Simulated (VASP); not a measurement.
Input of a VASP 6.6.1 run:

Contents of INCAR:

```
  ALGO = Normal
  EDIFF = 1E-6
  ENCUT = 520
  GGA = PS
  ISIF = 2
  ISMEAR = -1
  LASPH = T
  LCHARG = T
  LELF = T
  LREAL = F
  LVHAR = T
  LWAVE = F
  NBANDS = 32
  NELM = 60
  PREC = Accurate
  SIGMA = 0.03
```

Contents of KPOINTS:

```
k-points
0
Gamma
  6 6 4
```

File POSCAR:

```
Ga2SbP3
1.0
    4.7451159373      0.0000000000      0.0000000000
   -2.3725579687      4.1093909456      0.0000000000
    0.0000000000      0.0000000000      5.5107076136
Ga Sb P
2 1 3
Direct
    0.6666666667      0.3333333333      0.2631052552
    0.6666666667      0.3333333333      0.7368947448
    0.0000000000      0.0000000000      0.0000000000
    0.0000000000      0.0000000000      0.5000000000
    0.3333333333      0.6666666667      0.0000000000
    0.3333333333      0.6666666667      0.5000000000
```

Potentials or basis: VASP PAW PBE potentials, release 64 (Ga_d, Sb, P).

Command:

```console
$ cat potpaw_PBE.64/Ga_d/POTCAR potpaw_PBE.64/Sb/POTCAR potpaw_PBE.64/P/POTCAR > POTCAR
$ mpirun -np 1 vasp_std > vasp.out
```

Task: Estimate the band gap on the k mesh.

Result: Zero (bands 23 and 24 overlap by 3.03 eV).

Task: What does it give for the pressure?

Result: 0.1 GPa.

Caveat: the PAW data sets were made with another functional, which shifts forces and pressure a little; spin-orbit coupling is left out, which moves the levels of the heavy elements.
